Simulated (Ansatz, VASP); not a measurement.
**One calculation of NaLa, two programs**

```
CELL_PARAMETERS angstrom
3.60625 0.00000 0.00000
-1.80313 3.12310 0.00000
0.00000 0.00000 6.48378
ATOMIC_POSITIONS crystal
La 0.33333 0.66667 0.50000
Na 0.00000 0.00000 0.00000
```

Alike in both runs: functional PBEsol; k mesh 5 × 5 × 3; occupations fermi-dirac, width 0.05 eV; no spin polarisation.

|  | VASP | Ansatz |
| --- | --- | --- |
| version | VASP 6.6.1 | Ansatz 0.2.0 |
| potentials or method | VASP PAW PBE potentials, release 64 (La, Na_sv) | Ansatz PAW |
| plane-wave cutoff (eV) | 1130 | 420 |
| valence electrons in the cell | 20 | 20 |
| task | single point | band structure |

|  | VASP | Ansatz | Ansatz less VASP |
| --- | --- | --- | --- |
| gap on the k mesh at the Fermi level (eV) | none | none | - |
| pressure (GPa) | -0.9 | -0.9 | +0.09 |

VASP's potentials were made for PBE, not for PBEsol. A gap of «none» marks a metal or a gap that the smearing closes. The functional is the same, so the differences come from potentials, cutoffs and numerics.

The k mesh is coarse, so the values compare programs but aren't converged. Spin-orbit coupling is off throughout.
